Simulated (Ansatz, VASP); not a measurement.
## TiC in VASP and in Ansatz

```
CELL_PARAMETERS angstrom
0.00000 2.28446 1.94179
2.28446 0.00000 1.94179
2.28446 2.28446 0.00000
ATOMIC_POSITIONS crystal
Ti 0.00000 0.00000 0.00000
C 0.50000 0.50000 0.50000
```

Alike in both runs: task single point; functional LDA; k mesh 20 × 20 × 20; occupations gaussian, width 0.15 eV; no spin polarisation.

|  | VASP | Ansatz |
| --- | --- | --- |
| version | VASP 6.6.1 | Ansatz 0.2.0 |
| potentials or method | VASP PAW LDA potentials, release 64 (Ti_sv, C), cutoff 520 eV | scalar-relativistic, plane waves, PAW |
| valence electrons in the cell | 16 | 16 |

```tsv
	VASP	Ansatz	Ansatz less VASP
gap on the k mesh at the Fermi level (eV)	none	none	-
pressure (GPa)	1.5	0.9	-0.61
traceless stress, the component that is largest in VASP (GPa)	55.97	55.57	-0.395
```

LDA's correlation is that of Perdew and Zunger in VASP and of Perdew and Wang (1992) in Ansatz. A gap of «none» marks a metal or a gap that the smearing closes.
